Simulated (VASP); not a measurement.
# WC (Fm-3m) in VASP: a series of runs, part 2 of 2

VASP 6.6.1.

## (3) Single point, PBEsol+U

INCAR reads:

```
SYSTEM = WC
PREC = Accurate ; ENCUT = 520
EDIFF = 1E-6 ; ISMEAR = -1
SIGMA = 0.05 ; LREAL = .FALSE.
LASPH = .TRUE. ; NELM = 150
ALGO = Normal ; ISIF = 2
LWAVE = .FALSE. ; LCHARG = .FALSE.
LMAXMIX = 4 ; LDAU = .TRUE.
LDAUTYPE = 2 ; LDAUL = 2 -1
LDAUU = 4 0 ; LDAUJ = 0 0
LDAUPRINT = 1 ; GGA = PS
NBANDS = 16
```

KPOINTS reads:

```
regular mesh
0
G
  10 10 10
  0 0 0
```

POSCAR reads:

```
WC
1.0
    0.0000000000      2.1734773072      2.1734773072
    2.1734773072      0.0000000000      2.1734773072
    2.1734773072      2.1734773072      0.0000000000
W C
1 1
Direct
    0.0000000000      0.0000000000      0.0000000000
    0.5000000000      0.5000000000      0.5000000000
```

Potentials or basis: VASP PAW PBE potentials, release 64 (W_sv, C).

The run is started by

```sh
$ cat potpaw_PBE.64/W_sv/POTCAR potpaw_PBE.64/C/POTCAR > POTCAR
$ mpirun -np 1 vasp_std > vasp.out
```

OUTCAR:

```text
SYSTEM = WC
   PREC = Accurate
   ENCUT = 520
   EDIFF = 1E-6
   ISMEAR = -1
   LREAL = .FALSE.
   LASPH = .TRUE.
   NELM = 150
   ISIF = 2
   GGA = PS

 ion  position               nearest neighbor table
   1  0.000  0.000  0.000-   2 2.17   2 2.17   2 2.17   2 2.17   2 2.17   2 2.17
   2  0.500  0.500  0.500-   1 2.17   1 2.17   1 2.17   1 2.17   1 2.17   1 2.17

  LATTYP: Found a face centered cubic cell.
 ALAT       =     4.3469546144

  Lattice vectors:

 A1 = (   0.0000000000,   2.1734773072,   2.1734773072)
 A2 = (   2.1734773072,   0.0000000000,   2.1734773072)
 A3 = (   2.1734773072,   2.1734773072,   0.0000000000)

Analysis of symmetry for initial positions (statically):
=====================================================================
 Subroutine PRICEL returns:
 Original cell was already a primitive cell.

 Routine SETGRP: Setting up the symmetry group for a
 face centered cubic supercell.

 Subroutine GETGRP returns: Found 48 space group operations
 (whereof 48 operations were pure point group operations)
 out of a pool of 48 trial point group operations.

The static configuration has the point symmetry O_h .

Analysis of symmetry for dynamics (positions and initial velocities):
=====================================================================
 Subroutine PRICEL returns:
 Original cell was already a primitive cell.

 Routine SETGRP: Setting up the symmetry group for a
 face centered cubic supercell.

 Subroutine GETGRP returns: Found 48 space group operations
 (whereof 48 operations were pure point group operations)
 out of a pool of 48 trial point group operations.

The dynamic configuration has the point symmetry O_h .

 Subroutine INISYM returns: Found 48 space group operations
 (whereof 48 operations are pure point group operations),
 and found     1 'primitive' translations

----------------------------------------------------------------------------------------

                                     Primitive cell

  volume of cell :      20.5350

  direct lattice vectors                    reciprocal lattice vectors
     0.000000000  2.173477307  2.173477307    -0.230046110  0.230046110  0.230046110
     2.173477307  0.000000000  2.173477307     0.230046110 -0.230046110  0.230046110
     2.173477307  2.173477307  0.000000000     0.230046110  0.230046110 -0.230046110

  length of vectors
     3.073761085  3.073761085  3.073761085     0.398451551  0.398451551  0.398451551

  position of ions in fractional coordinates (direct lattice)
     0.000000000  0.000000000  0.000000000
     0.500000000  0.500000000  0.500000000

  ion indices of the primitive-cell ions
   primitive index   ion index
                 1           1
                 2           2

----------------------------------------------------------------------------------------

 KPOINTS: regular mesh

[... 79 lines left out ...]
   NUPDOWN=      -1.0000    fix difference up-down
   EMIN   =  10.00;   EMAX   =-10.00  energy-range for DOS
   EFERMI =   0.00;   METHOD = LEGACY
   ISMEAR =    -1;   SIGMA  =   0.05  broadening in eV -4-tet -1-fermi 0-gaus
   EFERMI_NEDOS =   21; number of points for ismear=-14 and -15
   IALGO  =     38    algorithm
   IMIX   =      4    mixing-type and parameters
     AMIX     =   0.40;   BMIX     =  1.00
     AMIX_MAG =   1.60;   BMIX_MAG =  1.00
  volume/ion in A,a.u.               =      10.27        69.29
  Fermi-wavevector in a.u.,A,eV,Ry     =   1.566753  2.960734 33.398428  2.454715
  Thomas-Fermi vector in A             =   2.669034
   LORBIT       =      0    0 simple, 1 ext, 2 COOP (PROOUT), +10 PAW based schemes
 LDA+U is selected, type is set to LDAUTYPE =  2
   angular momentum for each species LDAUL =     2   -1
   U (eV)           for each species LDAUU =   4.0  0.0
   J (eV)           for each species LDAUJ =   0.0  0.0
   GGA     = PS    functional components
   LHFCALC =     F    Hartree Fock is set to
   AEXX    =    0.0000 exact exchange contribution
   IVDW    =     0    specifies the selected vdW correction
   LEPSILON=     F    determine dielectric tensor
   LRPA    =     F    only Hartree local field effects (RPA)
 non-spin polarized calculation
  energy-cutoff  :      520.00
  volume of cell :       20.54
 maximum number of plane-waves:       568
   NGX = 11   NGY = 11   NGZ = 11

atom =   1  type =  1  l = 2

 onsite density matrix

spin component  1

  0.3348  0.0000 -0.0000  0.0000 -0.0000
  0.0000  0.3348  0.0000 -0.0000 -0.0000
 -0.0000  0.0000  0.3472  0.0000  0.0000
  0.0000 -0.0000  0.0000  0.3348 -0.0000
 -0.0000 -0.0000  0.0000 -0.0000  0.3472

spin component  2

  0.3348  0.0000 -0.0000  0.0000 -0.0000
  0.0000  0.3348  0.0000 -0.0000 -0.0000
 -0.0000  0.0000  0.3472  0.0000  0.0000
  0.0000 -0.0000  0.0000  0.3348 -0.0000
 -0.0000 -0.0000  0.0000 -0.0000  0.3472

 occupancies and eigenvectors

  o =  0.3348  v =  0.0000  0.6631 -0.0000 -0.7486 -0.0000  0.0000  0.0000  0.0000  0.0000  0.0000      0.0000  0.0000  0.0000  0.0000  0.0000  0.0000  0.0000  0.0000  0.0000  0.0000
  o =  0.3348  v =  0.0000  0.0000  0.0000  0.0000  0.0000  0.0000  0.6631 -0.0000 -0.7486 -0.0000      0.0000  0.0000  0.0000  0.0000  0.0000  0.0000  0.0000  0.0000  0.0000  0.0000
  o =  0.3348  v =  0.0000  0.7486 -0.0000  0.6631  0.0000  0.0000  0.0000  0.0000  0.0000  0.0000      0.0000  0.0000  0.0000  0.0000  0.0000  0.0000  0.0000  0.0000  0.0000  0.0000
  o =  0.3348  v =  0.0000  0.0000  0.0000  0.0000  0.0000  0.0000  0.7486 -0.0000  0.6631  0.0000      0.0000  0.0000  0.0000  0.0000  0.0000  0.0000  0.0000  0.0000  0.0000  0.0000
  o =  0.3348  v =  1.0000  0.0000  0.0000  0.0000  0.0000  0.0000  0.0000  0.0000  0.0000  0.0000      0.0000  0.0000  0.0000  0.0000  0.0000  0.0000  0.0000  0.0000  0.0000  0.0000
  o =  0.3348  v =  0.0000  0.0000  0.0000  0.0000  0.0000  1.0000  0.0000  0.0000  0.0000  0.0000      0.0000  0.0000  0.0000  0.0000  0.0000  0.0000  0.0000  0.0000  0.0000  0.0000
  o =  0.3472  v =  0.0000  0.0000  0.0000  0.0000  0.0000  0.0000  0.0000 -0.0310 -0.0000  0.9995      0.0000  0.0000  0.0000  0.0000  0.0000  0.0000  0.0000  0.0000  0.0000  0.0000
  o =  0.3472  v =  0.0000  0.0000 -0.0310 -0.0000  0.9995  0.0000  0.0000  0.0000  0.0000  0.0000      0.0000  0.0000  0.0000  0.0000  0.0000  0.0000  0.0000  0.0000  0.0000  0.0000
  o =  0.3472  v =  0.0000  0.0000  0.0000  0.0000  0.0000  0.0000 -0.0000 -0.9995 -0.0000 -0.0310      0.0000  0.0000  0.0000  0.0000  0.0000  0.0000  0.0000  0.0000  0.0000  0.0000
  o =  0.3472  v =  0.0000 -0.0000 -0.9995 -0.0000 -0.0310  0.0000  0.0000  0.0000  0.0000  0.0000      0.0000  0.0000  0.0000  0.0000  0.0000  0.0000  0.0000  0.0000  0.0000  0.0000

 number of electron      18.0000000 magnetization

 Free energy of the ion-electron system (eV)
  ---------------------------------------------------
  ext. energy  EPLUGINS =         0.00000000
  ---------------------------------------------------
  free energy    TOTEN  =       -18.49537444 eV

  energy without entropy =      -18.48875221  energy(sigma->0) =      -18.49206332

 E-fermi :  13.0767     XC(G=0): -13.9972

 val. band max:       13.0255565079   @ k =   0.3000   0.2000   0.1000
 cond. band min:      13.1417980077   @ k =  -0.3000   0.3000   0.1000
 fundamental gap:      0.1162414998
 Fermi energy:        13.0766807238

 k-point     1 :       0.0000    0.0000    0.0000
  band No.  band energies     occupation
      1     -62.9528      2.00000
      2     -26.9216      2.00000
      3     -26.9216      2.00000
      4     -26.9216      2.00000
      5      -3.2680      2.00000
      6      10.2088      2.00000
[... 433 lines left out ...]
      3     -27.1152      2.00000
      4     -27.0957      2.00000
      5      -0.6337      2.00000
      6       5.6216      2.00000
[... 8 lines left out ...]
     15      24.7214      0.00000
     16      28.4415      0.00000

 [... further k-points ...]
[... 5 lines left out ...]
  --------------------------------------------------------------------------------------
  -------------------------------------------------------------------------------------
  Total        1.0912507      1.0912507      1.0912507      0.0000000      0.0000000      0.0000000
  in kB       85.1412023     85.1412023     85.1412023      0.0000000      0.0000000      0.0000000
  external PRESSURE =      85.1412023 kB  Pullay stress =       0.0000000 kB

 VOLUME and BASIS-vectors are now :
 -----------------------------------------------------------------------------
  energy-cutoff  :      520.00
  volume of cell :       20.54
      direct lattice vectors                 reciprocal lattice vectors
     0.000000000  2.173477307  2.173477307    -0.230046110  0.230046110  0.230046110
     2.173477307  0.000000000  2.173477307     0.230046110 -0.230046110  0.230046110
     2.173477307  2.173477307  0.000000000     0.230046110  0.230046110 -0.230046110

 POSITION                                       TOTAL-FORCE (eV/Angst)
 -----------------------------------------------------------------------------------
      0.00000      0.00000      0.00000        -0.000000      0.000000      0.000000
      2.17348      2.17348      2.17348         0.000000     -0.000000     -0.000000
 -----------------------------------------------------------------------------------
    total drift:                                0.000000     -0.000000     -0.000000

  FREE ENERGIE OF THE ION-ELECTRON SYSTEM (eV)
  ---------------------------------------------------
  free  energy   TOTEN  =       -18.4953744392 eV

  energy  without entropy=      -18.4887522107  energy(sigma->0) =      -18.49206332
```

stdout:

```text
POSCAR found type information on POSCAR W C
 POSCAR found :  2 types and       2 ions
 scaLAPACK will be used
 -----------------------------------------------------------------------------
|                                                                             |
|                                                                             |
|     You enforced a specific xc type in the INCAR file but a different       |
|     I HOPE YOU KNOW WHAT YOU ARE DOING!                                     |
|                                                                             |
 -----------------------------------------------------------------------------

 LDA part: xc-table for (Slater+PW92), standard interpolation
 POSCAR, INCAR and KPOINTS ok, starting setup
 FFT: planning ... GRIDC
 FFT: planning ... GRID_SOFT
 FFT: planning ... GRID
 WAVECAR not read
 entering main loop
```

It took 8.6 s on 1 thread of AMD EPYC 9R45 (Zen 5), shared host; peak memory 0.12 GiB.

Results:

```
Free energy            : -18.4954 eV
Pressure               : 8.5 GPa
Band gap on the k mesh : zero (band 9 reaches 14.21 eV, above the bottom of band 10 at 10.82 eV)
```

Eigenvalues of the final occupation matrices:
| site | spin | trace | eigenvalues |
| --- | --- | --- | --- |
| site 1 d | 1 | 1.70 | 0.33 0.33 0.33 0.35 0.35 |
| site 1 d | 2 | 1.70 | 0.33 0.33 0.33 0.35 0.35 |

Caveat: the PAW data sets were made with another functional, which shifts forces and pressure a little; spin-orbit coupling is left out, which moves the levels of the heavy elements; U without spin polarisation on a metal has little footing; the U is typed as a test and isn't derived for this compound.

## (4) Single point, PBEsol+U

INCAR reads:

```
SYSTEM = WC
PREC     = Accurate       ! precision mode
ENCUT    = 520            ! plane-wave cutoff, eV
EDIFF    = 1E-6           ! SCF threshold, eV
ISMEAR   = -1             ! smearing method
SIGMA    = 0.05           ! smearing width, eV
LREAL    = .FALSE.        ! projectors in reciprocal space
LASPH    = .TRUE.         ! aspherical terms in the spheres
NELM     = 150            ! most SCF steps
ALGO     = Normal         ! electronic algorithm
ISIF     = 2              ! what is computed and relaxed
LWAVE    = .FALSE.        ! write WAVECAR
LCHARG   = .FALSE.        ! write CHGCAR
LMAXMIX  = 4              ! l up to which the mixer works
LDAU     = .TRUE.         ! DFT+U
LDAUTYPE = 2            
LDAUL    = 2 -1           ! shell
LDAUU    = 5 0            ! U, eV
LDAUJ    = 0 0          
LDAUPRINT= 1            
GGA      = PS             ! functional
NBANDS   = 16             ! bands
```

KPOINTS is that of step 3.

POSCAR reads:

```
WC
1.0
    0.0000000000      2.1738082446      2.1738082446
    2.1738082446      0.0000000000      2.1738082446
    2.1738082446      2.1738082446      0.0000000000
W C
1 1
Direct
    0.0000000000      0.0000000000      0.0000000000
    0.5000000000      0.5000000000      0.5000000000
```

The run is started by

```sh
$ cat potpaw_PBE.64/W_sv/POTCAR potpaw_PBE.64/C/POTCAR > POTCAR
$ mpirun -np 1 vasp_std > vasp.out
```

Wall time 8.4 s (1 thread of AMD EPYC 9R45 (Zen 5), shared host); peak memory 0.12 GiB.

It converged, with:

| Property | Result |
| --- | --- |
| Free energy | -17.3769 eV |
| Pressure | 10.5 GPa |
| Band gap on the k mesh | zero (band 9 reaches 14.32 eV, above the bottom of band 10 at 10.92 eV) |

Levels at points of the mesh, in eV from the Fermi level:
```
           k point  band 5  band 6  band 7  band 8  band 9  band 10  band 11  band 12  band 13  band 14
(0.00, 0.00, 0.00)  -16.42   -2.86   -2.86   -2.86   -1.38    -1.38    -1.38    -0.99    -0.99     6.44
(0.50, 0.00, 0.00)  -11.53  -10.35   -6.85   -6.85    1.15     1.15     2.35     4.45     9.00     9.00
(0.50, 0.50, 0.00)  -13.94   -6.08   -6.05   -2.87   -2.87     0.92     2.45     2.45     5.35     7.36
```

Eigenvalues of the final occupation matrices:
| site | spin | trace | eigenvalues |
| --- | --- | --- | --- |
| site 1 d | 1 | 1.68 | 0.33 0.33 0.33 0.34 0.34 |
| site 1 d | 2 | 1.68 | 0.33 0.33 0.33 0.34 0.34 |

Caveat: the PAW data sets were made with another functional, which shifts forces and pressure a little; spin-orbit coupling is left out, which moves the levels of the heavy elements; U without spin polarisation on a metal has little footing; the U is typed as a test and isn't derived for this compound.

## (5) Single point, PBEsol+U

INCAR reads:

```
SYSTEM = WC
  PREC = Accurate
  ENCUT = 520
  EDIFF = 1E-6
  ISMEAR = -1
  SIGMA = 0.05
  LREAL = .FALSE.
  LASPH = .TRUE.
  NELM = 150
  ALGO = Normal
  ISIF = 2
  LWAVE = .FALSE.
  LCHARG = .TRUE.
  LMAXMIX = 4
  LDAU = .TRUE.
  LDAUTYPE = 2
  LDAUL = 2 -1
  LDAUU = 6 0
  LDAUJ = 0 0
  LDAUPRINT = 1
  GGA = PS
  LELF = .TRUE.
  LVHAR = .TRUE.
  NBANDS = 16
```

KPOINTS reads:

```
Automatic mesh
0
G
  10 10 10
  0 0 0
```

POSCAR reads:

```
WC
1.0
    0.0000000000      2.1741741646      2.1741741646
    2.1741741646      0.0000000000      2.1741741646
    2.1741741646      2.1741741646      0.0000000000
W C
1 1
Direct
    0.0000000000      0.0000000000      0.0000000000
    0.5000000000      0.5000000000      0.5000000000
```

The run is started by

```sh
$ cat potpaw_PBE.64/W_sv/POTCAR potpaw_PBE.64/C/POTCAR > POTCAR
$ mpirun -np 1 vasp_std > vasp.out
```

Wall time 9.4 s (1 thread of AMD EPYC 9R45 (Zen 5), shared host); peak memory 0.12 GiB.

The run converged. Its results:

```
Free energy            : -16.2633 eV
Pressure               : 12.6 GPa
Band gap on the k mesh : zero (band 9 reaches 14.44 eV, above the bottom of band 10 at 11.02 eV)
```

Levels at points of the mesh, in eV from the Fermi level:
```csv
k point,band 7,band 8,band 9,band 10,band 11,band 12
"(0.00, 0.00, 0.00)",-2.85,-2.85,-1.44,-1.44,-1.44,-0.97
"(0.50, 0.00, 0.00)",-6.86,-6.86,1.17,1.17,2.34,4.36
"(0.50, 0.50, 0.00)",-6.05,-2.94,-2.94,0.94,2.48,2.48
```

Eigenvalues of the final occupation matrices:
| site | spin | trace | eigenvalues |
| --- | --- | --- | --- |
| site 1 d | 1 | 1.67 | 0.33 0.33 0.33 0.34 0.34 |
| site 1 d | 2 | 1.67 | 0.33 0.33 0.33 0.34 0.34 |

Caveat: the PAW data sets were made with another functional, which shifts forces and pressure a little; spin-orbit coupling is left out, which moves the levels of the heavy elements; U without spin polarisation on a metal has little footing; the U is typed as a test and isn't derived for this compound.

## (6) Single point, PBEsol+U

This run uses another cell than the first one, of 10.29 Å³/atom, 1.003 times its volume.

INCAR reads:

```
SYSTEM = WC
ALGO = Normal
EDIFF = 1E-6
ENCUT = 520
GGA = PS
ISIF = 2
ISMEAR = -1
LASPH = .True.
LCHARG = .False.
LDAU = .True.
LDAUJ = 0 0
LDAUL = 2 -1
LDAUPRINT = 1
LDAUTYPE = 2
LDAUU = 8 0
LMAXMIX = 4
LREAL = .False.
LWAVE = .False.
NBANDS = 16
NELM = 150
PREC = Accurate
SIGMA = 0.05
```

KPOINTS reads:

```
k-points
0
Gamma
  10 10 10
  0 0 0
```

POSCAR reads:

```
WC
1.0
    0.0000000000      2.1750937421      2.1750937421
    2.1750937421      0.0000000000      2.1750937421
    2.1750937421      2.1750937421      0.0000000000
W C
1 1
Direct
    0.0000000000      0.0000000000      0.0000000000
    0.5000000000      0.5000000000      0.5000000000
```

Potentials or basis: VASP PAW PBE potentials, release 64 (W_sv, C).

The run is started by

```sh
$ cat potpaw_PBE.64/W_sv/POTCAR potpaw_PBE.64/C/POTCAR > POTCAR
$ mpirun -np 1 vasp_std > vasp.out
```

Wall time 9.6 s (1 thread of AMD EPYC 9R45 (Zen 5), shared host); peak memory 0.12 GiB.

Results (log left out):

- Free energy: -14.0527 eV
- Pressure: 16.8 GPa
- Band gap on the k mesh: zero (band 9 reaches 14.67 eV, above the bottom of band 10 at 11.23 eV)

Levels at points of the mesh, in eV from the Fermi level:
```
           k point  band 6  band 7  band 8  band 9  band 10  band 11  band 12  band 13
(0.00, 0.00, 0.00)   -2.82   -2.82   -2.82   -1.56    -1.56    -1.56    -0.93    -0.93
(0.50, 0.00, 0.00)  -10.51   -6.87   -6.87    1.21     1.21     2.31     4.16     8.95
(0.50, 0.50, 0.00)   -6.34   -6.05   -3.08   -3.08     0.99     2.52     2.52     5.12
```

Eigenvalues of the final occupation matrices:
```csv
site,spin,trace,eigenvalues
site 1 d,1,1.64,0.32 0.32 0.32 0.33 0.33
site 1 d,2,1.64,0.32 0.32 0.32 0.33 0.33
```

Caveat: the PAW data sets were made with another functional, which shifts forces and pressure a little; spin-orbit coupling is left out, which moves the levels of the heavy elements; U without spin polarisation on a metal has little footing; the U is typed as a test and isn't derived for this compound.

## (7) Summary

| U | cell | gap on the mesh (eV) | pressure (GPa) |
| --- | --- | --- | --- |
| W d U = 3.0 eV | a = 3.073 Å, angles 60.0°, 2 atoms | none | 6.6 |
| W d U = 4.0 eV | a = 3.074 Å, angles 60.0°, 2 atoms | none | 8.5 |
| W d U = 5.0 eV | a = 3.074 Å, angles 60.0°, 2 atoms | none | 10.5 |
| W d U = 6.0 eV | a = 3.075 Å, angles 60.0°, 2 atoms | none | 12.6 |
| W d U = 8.0 eV | a = 3.076 Å, angles 60.0°, 2 atoms | none | 16.8 |

Alike in all rows: task single point; level PBEsol+U; potentials or basis VASP PAW PBE potentials, release 64 (W_sv, C); no spin polarisation; k mesh 10 × 10 × 10; cutoff (eV) 520; smearing fermi-dirac 0.05 eV.

Every run on the cell as given and a fine mesh finds a metal.

Caveats: the PAW data sets were made with another functional, which shifts forces and pressure a little; spin-orbit coupling is left out, which moves the levels of the heavy elements; U without spin polarisation on a metal has little footing; the U is typed as a test and isn't derived for this compound.

Total energies depend on the potentials used, so only differences within one code and one set of settings carry meaning.
